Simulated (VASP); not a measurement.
Wanted: the native input for a VASP 6.6.1 run.

- Task: single point
- Functional: PBE
- Potentials or basis: VASP PAW PBE potentials, release 64 (Te, Mo_sv)
- Cutoff: 520 eV
- k mesh: 12 × 12 × 2
- Occupations: gaussian, width 0.05 eV
- Spin: no spin polarisation
- Dipole correction: no
- Further INCAR settings: ALGO = Normal; EDIFF = 1e-07; NBANDS = 35

The structure of Te2Mo lies in POSCAR:

```
Te2Mo
1.0
    3.5570664331      0.0000000000      0.0000000000
   -1.7785332165      3.0805098940      0.0000000000
    0.0000000000      0.0000000000     15.2047186580
Te Mo
4 2
Direct
    0.2846400958      0.5692801916      0.6508250721
    0.6666666667      0.3333333333      0.1310943552
    0.3333333333      0.6666666667      0.8689056448
    0.6666666667      0.3333333333      0.3689056448
    0.3333333333      0.6666666667      0.2500000000
    0.6666666667      0.3333333333      0.7500000000
```

This cell differs from its parent crystal: atom 1 (Te) moved by (-0.300, +0.300) A along y and z.

The input as run:

INCAR

```
ALGO = Normal ; EDIFF = 1E-7
ENCUT = 520 ; GGA = PE
ISIF = 2 ; ISMEAR = 0
LASPH = T ; LCHARG = T
LELF = T ; LREAL = F
LVHAR = T ; LWAVE = F
NBANDS = 35 ; NELM = 100
PREC = Accurate ; SIGMA = 0.05
```

KPOINTS

```
k-points
0
Gamma
  12 12 2
```

Potentials or basis: VASP PAW PBE potentials, release 64 (Te, Mo_sv).

Run with:

```console
$ cat potpaw_PBE.64/Te/POTCAR potpaw_PBE.64/Mo_sv/POTCAR > POTCAR
$ mpirun -np 1 vasp_std > vasp.out
```

Results of the run:

```json
{
 "Pressure": "6.3 GPa",
 "Largest force": "6.460 eV/Å",
 "Band gap on the k mesh": "0.20 eV (least direct gap 0.49 eV)"
}
```

Caveat: the cell differs from its parent crystal (atom 1 (Te) moved by (-0.300, +0.300) A along y and z); the stress differs along the axes, from 1 to 10 GPa; semilocal functionals underestimate gaps, and a narrow one can read as zero; spin-orbit coupling is left out, which moves the levels of the heavy elements; this functional lacks dispersion, which binds layers or chains, so the pressure and a relaxed spacing across them are unreliable; forces of over 1 eV/Å act on the atoms, so gaps and moduli don't describe the material at rest.

Wall time 19 min on 1 thread of Intel Xeon 8259CL, on a shared host, peak memory 0.58 GiB.
